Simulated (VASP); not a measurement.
# HfC: electric field gradients with PBEsol

The system is HfC.

```xyz
2
Lattice="-0.0698 2.2901 2.2901 2.2901 -0.0698 2.2901 2.2901 2.2901 -0.0698" Properties=species:S:1:pos:R:3 pbc="T T T"
Hf    2.2553    2.2553    2.2553
C     0.0000    0.0000    0.0000
```

This cell differs from its parent crystal: equal xy, yz and zx shear strains of -3 %.

```
Program                : VASP 6.6.1
Task                   : electric field gradients
Functional             : PBEsol
Potentials or basis    : VASP PAW PBE potentials, release 64 (Hf_pv, C)
Cutoff                 : 520 eV
k mesh                 : 15 × 15 × 15
Occupations            : fermi-dirac, width 0.05 eV
Spin                   : no spin polarisation
Dipole correction      : no
Further INCAR settings : ALGO = Normal; EDIFF = 1e-08; NBANDS = 14
```

| Item | Value |
| --- | --- |
| Pressure | -6.8 GPa |
| Band gap on the k mesh | zero (bands 7 and 8 overlap by 1.34 eV) |
| Largest electric field gradient by atom | Hf +6.9; C +1.2 V/Å² |

Stress tensor (GPa, compression positive):
```
-6.84  4.79  4.79
 4.79 -6.84  4.79
 4.79  4.79 -6.84
```

Levels at points of the mesh, in eV from the Fermi level:
| k point | band 4 | band 5 | band 6 | band 7 | band 8 | band 9 | band 10 | band 11 |
| --- | --- | --- | --- | --- | --- | --- | --- | --- |
| (0.00, 0.00, 0.00) | -12.29 | 0.94 | 0.94 | 1.11 | 1.11 | 1.22 | 1.76 | 3.40 |

Electric field gradients, principal values (V/Å²):
```csv
atom,least,middle,greatest (by size)
1 Hf,-3.467,-3.467,6.934
2 C,-0.590,-0.590,1.180
```

Run time: 99 s on 1 thread of Intel Xeon 8259CL, on a shared host, peak memory 0.24 GiB.

Caveat: the cell differs from its parent crystal (equal xy, yz and zx shear strains of -3 %); the cell stands under tension; without QUAD_EFG the Cq values of the log hold for a quadrupole moment of 1 mb, not for the nuclei; the PAW data sets were made with another functional, which shifts forces and pressure a little; spin-orbit coupling is left out, which moves the levels of the heavy elements.
